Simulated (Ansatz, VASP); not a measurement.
**SiSn7 in VASP and in Ansatz**

```
CELL_PARAMETERS angstrom
6.50549 0.00000 0.00000
0.00000 6.50549 0.00000
0.00000 0.00000 6.50549
ATOMIC_POSITIONS crystal
Si 0.00000 0.00000 0.00000
Sn 0.00000 0.50000 0.50000
Sn 0.23848 0.76152 0.76152
Sn 0.50000 0.00000 0.50000
Sn 0.76152 0.23848 0.76152
Sn 0.76152 0.76152 0.23848
Sn 0.50000 0.50000 0.00000
Sn 0.23848 0.23848 0.23848
```

Alike in both runs: task single point; functional PBE; k mesh 4 × 4 × 4; occupations gaussian, width 0.2 eV; no spin polarisation.

```csv
,VASP,Ansatz
version,VASP 6.6.1,Ansatz 0.2.0
potentials or method,"VASP PAW PBE potentials, release 64 (Si, Sn_d), cutoff 520 eV","scalar-relativistic, plane waves, PAW"
valence electrons in the cell,102,102
```

|  | VASP | Ansatz | Ansatz less VASP |
| --- | --- | --- | --- |
| gap on the k mesh at the Fermi level (eV) | none | none | - |
| pressure (GPa) | 0.0 | 0.1 | +0.05 |
| rms of the force components (eV/Å) | 0.004 | 0.005 | +0.0006 |

Atom by atom the forces differ by 0.001 eV/Å (rms over components). A gap of «none» marks a metal or a gap that the smearing closes.
